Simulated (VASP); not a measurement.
**Ti4C3: single point with PBE**

Crystal: Ti4C3.

```xyz
7
Lattice="2.4627 1.4218 4.2131 -2.4627 1.4218 4.2131 0.0000 -2.8436 4.2131" Properties=species:S:1:pos:R:3 pbc="T T T"
Ti    1.2278   -0.7089    8.3561
Ti    0.0000    1.4178    8.3561
Ti   -1.2278   -0.7089    8.3561
Ti    0.0000    0.0000    5.9567
C     0.7853   -0.4534   10.6087
C     0.0000    0.9068   10.6087
C    -0.7853   -0.4534   10.6087
```

The cell was built from a structure type or drawn by symmetry, and may not be a known phase.

```yaml
Program: VASP 6.6.1
Task: single point
Functional: PBE
Potentials_or_basis: VASP PAW PBE potentials, release 64 (Ti_sv, C)
Cutoff: 600 eV
k_mesh: 4 × 4 × 4
Occupations: gaussian, width 0.2 eV
Spin: no spin polarisation
Dipole_correction: no
Further_INCAR_settings: ALGO = Normal; EDIFF = 1e-06; NBANDS = 39
```

* Pressure: -0.1 GPa
* Largest force: 0.059 eV/Å
* Band gap on the k mesh: zero (bands 30 and 31 overlap by 0.16 eV)

Forces on the atoms (eV/Å):
```
Ti   0.014 -0.008 -0.022
Ti   0.000  0.016 -0.022
Ti  -0.014 -0.008 -0.022
Ti   0.000  0.000  0.059
C    0.003 -0.002  0.003
C    0.000  0.004  0.003
C   -0.003 -0.002  0.003
```

Stress tensor (GPa, compression positive):
```
-0.16  0.00  0.00
 0.00 -0.16  0.00
 0.00  0.00  0.06
```

Levels at points of the mesh, in eV from the Fermi level:
```tsv
k point	band 26	band 27	band 28	band 29	band 30	band 31	band 32	band 33	band 34	band 35
(0.00, 0.00, 0.00)	-2.19	-1.71	-1.19	-0.63	-0.63	0.42	0.42	1.46	1.93	1.93
(0.50, 0.00, 0.00)	-1.65	-0.97	-0.43	-0.05	0.15	0.17	0.22	0.64	1.44	1.56
(0.50, 0.50, 0.00)	-1.02	-0.92	-0.61	-0.21	-0.07	0.37	0.68	0.88	0.99	1.24
(0.50, 0.50, 0.50)	-1.31	-0.99	-0.99	-0.95	-0.95	0.31	0.31	1.97	1.97	2.11
```

Run time: 52 s on 1 thread of AMD EPYC 9R45 96-Core Processor (Zen 5), with other jobs on the host, peak memory 0.24 GiB.

Caveat: the k points lie up to 0.39 Å⁻¹ apart.
